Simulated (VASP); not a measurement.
# GaN in VASP: single point with revPBE+D3(BJ)

Aim: the single point of GaN with revPBE+D3(BJ).

All numbers are computed with VASP 6.6.1; they aren't measurements. Logs are shortened: lines on timing, memory, paths and dates and some standing lists are left out, and cuts for length are marked.

## 1. The cell of the first run

The cell holds a sheet with vacuum, 2 atoms: a = 3.217 Å, b = 3.217 Å, c = 23.800 Å, α = 90.00°, β = 90.00°, γ = 120.00°.

## 2. Single point, revPBE+D3(BJ)

INCAR

```
SYSTEM = GaN
PREC = Accurate ; ENCUT = 520
EDIFF = 1E-6 ; ISMEAR = 0
SIGMA = 0.03 ; LREAL = .False.
LASPH = .True. ; NELM = 120
ALGO = Normal ; ISIF = 2
LWAVE = .False. ; LCHARG = .False.
LDIPOL = .True. ; IDIPOL = 3
DIPOL = 0.5 0.5 0.294 ; GGA = RE
IVDW = 12 ; NBANDS = 16
GGA_COMPAT = .False. ; NELMDL = -8
```

KPOINTS

```
Automatic mesh
0
Gamma
  12 12 1
  0 0 0
```

POSCAR

```
GaN
1.0
    3.2169218073      0.0000000000      0.0000000000
   -1.6084609037      2.7859360071      0.0000000000
    0.0000000000      0.0000000000     23.8000000000
Ga N
1 1
Direct
    0.3333333333      0.6666666667      0.2941176471
    0.6666666667      0.3333333333      0.2941176471
```

Potentials or basis: VASP PAW PBE potentials, release 64 (Ga_d, N).

Command:

```console
cat potpaw_PBE.64/Ga_d/POTCAR potpaw_PBE.64/N/POTCAR > POTCAR
mpirun -np 1 vasp_std > vasp.out
```

OUTCAR:

```text
SYSTEM = GaN
   PREC = Accurate
   ENCUT = 520
   EDIFF = 1E-6
   ISMEAR = 0
   LREAL = .False.
   LASPH = .True.
   NELM = 120
   ISIF = 2
   GGA = RE
   IVDW = 12
   NELMDL = -8
 IVDW          = 12

 ion  position               nearest neighbor table
   1  0.333  0.667  0.294-   2 1.86   2 1.86   2 1.86
   2  0.667  0.333  0.294-   1 1.86   1 1.86   1 1.86

  LATTYP: Found a hexagonal cell.
 ALAT       =     3.2169218073
 C/A-ratio  =     7.3983769037

  Lattice vectors:

 A1 = (   3.2169218073,   0.0000000000,   0.0000000000)
 A2 = (  -1.6084609037,   2.7859360071,   0.0000000000)
 A3 = (   0.0000000000,   0.0000000000,  23.8000000000)

Analysis of symmetry for initial positions (statically):
=====================================================================
 Subroutine PRICEL returns:
 Original cell was already a primitive cell.

 Routine SETGRP: Setting up the symmetry group for a
 hexagonal supercell.

 Subroutine GETGRP returns: Found 12 space group operations
 (whereof  6 operations were pure point group operations)
 out of a pool of 24 trial point group operations.

The static configuration has the point symmetry C_3v.
 The point group associated with its full space group is D_3h.

Analysis of symmetry for dynamics (positions and initial velocities):
=====================================================================
 Subroutine PRICEL returns:
 Original cell was already a primitive cell.

 Routine SETGRP: Setting up the symmetry group for a
 hexagonal supercell.

 Subroutine GETGRP returns: Found 12 space group operations
 (whereof  6 operations were pure point group operations)
 out of a pool of 24 trial point group operations.

The dynamic configuration has the point symmetry C_3v.
 The point group associated with its full space group is D_3h.

 Subroutine INISYM returns: Found 12 space group operations
 (whereof  6 operations are pure point group operations),
 and found     1 'primitive' translations

----------------------------------------------------------------------------------------

                                     Primitive cell

  volume of cell :     213.2989

  direct lattice vectors                    reciprocal lattice vectors
     3.216921807  0.000000000  0.000000000     0.310856172  0.179472895  0.000000000
    -1.608460904  2.785936007  0.000000000     0.000000000  0.358945790  0.000000000
     0.000000000  0.000000000 23.800000000     0.000000000  0.000000000  0.042016807

  length of vectors
     3.216921807  3.216921807 23.800000000     0.358945790  0.358945790  0.042016807

  position of ions in fractional coordinates (direct lattice)
     0.333333333  0.666666667  0.294117647
     0.666666667  0.333333333  0.294117647

  ion indices of the primitive-cell ions
   primitive index   ion index
                 1           1
                 2           2

----------------------------------------------------------------------------------------

 KPOINTS: Automatic mesh

Automatic generation of k-mesh.
 Grid dimensions read from file:
 generate k-points for:   12   12    1

 Generating k-lattice:

  Cartesian coordinates                     Fractional coordinates (reciprocal lattice)
     0.025904681  0.014956075  0.000000000     0.083333333  0.000000000  0.000000000
     0.000000000  0.029912149  0.000000000     0.000000000  0.083333333  0.000000000
     0.000000000  0.000000000  0.042016807     0.000000000  0.000000000  1.000000000

  Length of vectors
     0.029912149  0.029912149  0.042016807

  Shift w.r.t. Gamma in fractional coordinates (k-lattice)
     0.000000000  0.000000000  0.000000000

 Subroutine IBZKPT returns following result:
 ===========================================

 Found     19 irreducible k-points:

 Following reciprocal coordinates:
            Coordinates               Weight
  0.000000  0.000000  0.000000      1.000000
  0.083333  0.000000  0.000000      6.000000
  0.166667  0.000000  0.000000      6.000000
  0.250000  0.000000  0.000000      6.000000
  0.333333  0.000000  0.000000      6.000000
  0.416667  0.000000  0.000000      6.000000
[... 11 lines left out ...]
  0.333333  0.250000  0.000000     12.000000
  0.333333  0.333333  0.000000      2.000000
   k-points           NKPTS =     19   k-points in BZ     NKDIM =     19   number of bands    NBANDS=     16
   number of dos      NEDOS =    301   number of ions     NIONS =      2
   total plane-waves  NPLWV = 103680
   dimension x,y,z NGX =    24 NGY =   24 NGZ =  180
   dimension x,y,z NGXF=    48 NGYF=   48 NGZF=  360
   ions per type =               1   1
   NGX,Y,Z   is equivalent  to a cutoff of  12.40, 12.40, 12.57 a.u.
   NGXF,Y,Z  is equivalent  to a cutoff of  24.81, 24.81, 25.15 a.u.
 SYSTEM =  GaN
   PREC   = accura    normal or accurate (medium, high low for compatibility)
   ISTART =      0    job   : 0-new  1-cont  2-samecut
   ICHARG =      2    charge: 1-file 2-atom 10-const
   ISPIN  =      1    spin polarized calculation?
   LNONCOLLINEAR =      F non collinear calculations
   LSORBIT =      F    spin-orbit coupling
   LASPH  =      T    aspherical Exc in radial PAW
   ENCUT  =  520.0 eV  38.22 Ry    6.18 a.u.   5.98  5.98 44.25*2*pi/ulx,y,z
   NELM   =    120;   NELMIN=  2; NELMDL= -8     # of ELM steps
   EDIFF  = 0.1E-05   stopping-criterion for ELM
   LREAL  =      F    real-space projection
   EDIFFG = 0.1E-04   stopping-criterion for IOM
   NSW    =      0    number of steps for IOM
   IBRION =     -1    ionic relax: 0-MD 1-quasi-New 2-CG
   NFREE  =      0    steps in history (QN), initial steepest desc. (CG)
   ISIF   =      2    stress and relaxation
   ISYM   =      2    0-nonsym 1-usesym 2-fastsym
   POTIM  = 0.5000    time-step for ionic-motion
   TEBEG  =    0.0;   TEEND  =   0.0 temperature during run
   PSTRESS=    0.0 pullay stress
   NELECT =      18.0000    total number of electrons
   NUPDOWN=      -1.0000    fix difference up-down
   EMIN   =  10.00;   EMAX   =-10.00  energy-range for DOS
   EFERMI =   0.00;   METHOD = LEGACY
   ISMEAR =     0;   SIGMA  =   0.03  broadening in eV -4-tet -1-fermi 0-gaus
   EFERMI_NEDOS =   21; number of points for ismear=-14 and -15
   IALGO  =     38    algorithm
   IMIX   =      4    mixing-type and parameters
     AMIX     =   0.40;   BMIX     =  1.00
     AMIX_MAG =   1.60;   BMIX_MAG =  1.00
  volume/ion in A,a.u.               =     106.65       719.71
  Fermi-wavevector in a.u.,A,eV,Ry     =   0.718074  1.356964  7.015584  0.515631
  Thomas-Fermi vector in A             =   1.806919
   LORBIT       =      0    0 simple, 1 ext, 2 COOP (PROOUT), +10 PAW based schemes
   GGA     = RE    functional components
   LHFCALC =     F    Hartree Fock is set to
   AEXX    =    0.0000 exact exchange contribution
   IVDW    =    12    specifies the selected vdW correction
   LEPSILON=     F    determine dielectric tensor
   LRPA    =     F    only Hartree local field effects (RPA)
 non-spin polarized calculation
 Gauss-broadening in eV      SIGMA  =   0.03
  energy-cutoff  :      520.00
  volume of cell :      213.30
 maximum number of plane-waves:      5814
 NGX is ok and might be reduce to    24
   NGX = 11   NGY = 11   NGZ = 89

 dipolmoment           0.000000      0.000000     -0.000012 electrons x Angstroem

 number of electron      17.9999983 magnetization

 dipolmoment           0.000000      0.000000      0.000002 electrons x Angstroem

 Free energy of the ion-electron system (eV)
  ---------------------------------------------------
  ext. energy  EPLUGINS =         0.00000000
  ---------------------------------------------------
  free energy    TOTEN  =       -10.88890933 eV

  energy without entropy =      -10.88890933  energy(sigma->0) =      -10.88890933

 E-fermi :  -3.8884     XC(G=0):  -1.8394

 val. band max:       -4.0703726512   @ k =   0.3333   0.3333   0.0000
 cond. band min:      -1.8849637551   @ k =   0.0000   0.0000   0.0000
 fundamental gap:      2.1854088961
 Fermi energy:        -3.8883715316

 k-point     1 :       0.0000    0.0000    0.0000
  band No.  band energies     occupation
      1     -19.3400      2.00000
      2     -17.4323      2.00000
      3     -17.4323      2.00000
      4     -17.2101      2.00000
      5     -17.2101      2.00000
      6     -16.5445      2.00000
[... 8 lines left out ...]
     15       2.4752      0.00000
     16       2.8000      0.00000

 k-point     2 :       0.0833    0.0000    0.0000
  band No.  band energies     occupation
      1     -19.2883      2.00000
      2     -17.4370      2.00000
      3     -17.4132      2.00000
      4     -17.2184      2.00000
      5     -17.2113      2.00000
      6     -16.5061      2.00000
[... 8 lines left out ...]
     15       2.6264      0.00000
     16       2.8781      0.00000

 k-point     3 :       0.1667    0.0000    0.0000
  band No.  band energies     occupation
      1     -19.1512      2.00000
      2     -17.4435      2.00000
      3     -17.3602      2.00000
      4     -17.2406      2.00000
      5     -17.2146      2.00000
      6     -16.3863      2.00000
[... 8 lines left out ...]
     15       3.0579      0.00000
     16       3.0927      0.00000

 k-point     4 :       0.2500    0.0000    0.0000
  band No.  band energies     occupation
      1     -18.9785      2.00000
      2     -17.4371      2.00000
      3     -17.2859      2.00000
      4     -17.2703      2.00000
      5     -17.2191      2.00000
      6     -16.1716      2.00000
[... 8 lines left out ...]
     15       3.4564      0.00000
     16       3.6603      0.00000
[... 229 lines left out ...]
 k-point    17 :       0.2500    0.2500    0.0000
  band No.  band energies     occupation
      1     -18.6888      2.00000
      2     -17.4318      2.00000
      3     -17.3096      2.00000
      4     -17.2461      2.00000
      5     -17.1510      2.00000
      6     -15.3641      2.00000
[... 8 lines left out ...]
     15       5.2833      0.00000
     16       5.3620      0.00000

 k-point    18 :       0.3333    0.2500    0.0000
  band No.  band energies     occupation
      1     -18.6442      2.00000
      2     -17.4260      2.00000
      3     -17.3133      2.00000
      4     -17.2542      2.00000
      5     -17.1380      2.00000
      6     -15.1238      2.00000
[... 8 lines left out ...]
     15       6.1359      0.00000
     16       6.2863      0.00000

 k-point    19 :       0.3333    0.3333    0.0000
  band No.  band energies     occupation
      1     -18.6251      2.00000
      2     -17.4297      2.00000
      3     -17.3109      2.00000
      4     -17.2609      2.00000
      5     -17.1370      2.00000
      6     -15.0252      2.00000
[... 8 lines left out ...]
     15       6.9062      0.00000
     16       7.2492      0.00000

------------------------ aborting loop because EDIFF is reached ----------------------------------------

 vacuum level on the upper side and lower side of the slab       (xc-potential included)        -0.009        -0.009

 Edisp (eV)   -0.35812

 E8    (eV) :    -0.2471

  FORCE on cell =-STRESS in cart. coord.  units (eV):
  Direction    XX          YY          ZZ          XY          YZ          ZX
  --------------------------------------------------------------------------------------
  -------------------------------------------------------------------------------------
  Total      -0.12131    -0.12131    -0.01344     0.00000     0.00000     0.00000
  in kB      -0.91121    -0.91121    -0.10095     0.00000     0.00000     0.00000
  external pressure =       -0.64 kB  Pullay stress =        0.00 kB

 VOLUME and BASIS-vectors are now :
 -----------------------------------------------------------------------------
  energy-cutoff  :      520.00
  volume of cell :      213.30
      direct lattice vectors                 reciprocal lattice vectors
     3.216921807  0.000000000  0.000000000     0.310856172  0.179472895  0.000000000
    -1.608460904  2.785936007  0.000000000     0.000000000  0.358945790  0.000000000
     0.000000000  0.000000000 23.800000000     0.000000000  0.000000000  0.042016807

 POSITION                                       TOTAL-FORCE (eV/Angst)
 -----------------------------------------------------------------------------------
     -0.00000      1.85729      7.00000         0.000000      0.000000      0.000000
      1.60846      0.92865      7.00000        -0.000000     -0.000000     -0.000000
 -----------------------------------------------------------------------------------
    total drift:                                0.000006     -0.000004      0.000258

  FREE ENERGIE OF THE ION-ELECTRON SYSTEM (eV)
  ---------------------------------------------------
  free  energy   TOTEN  =       -11.2470267835 eV

  energy  without entropy=      -11.2470267835  energy(sigma->0) =      -11.24702678

 vacuum level on the upper side and lower side of the slab         1.085         1.085
```

Run time: 92 s. Hardware: 1 thread of Intel Xeon Platinum 8375C at 2.90GHz (Ice Lake), shared host; peak memory 0.33 GiB.

What came out:

| Property | Result |
| --- | --- |
| Free energy | -11.2470 eV |
| Band gap on the k mesh | 2.19 eV (least direct gap 2.49 eV) |
| Dispersion energy per atom | -0.179 eV |

Caveat: the PAW data sets were made with another functional, which shifts forces and pressure a little.
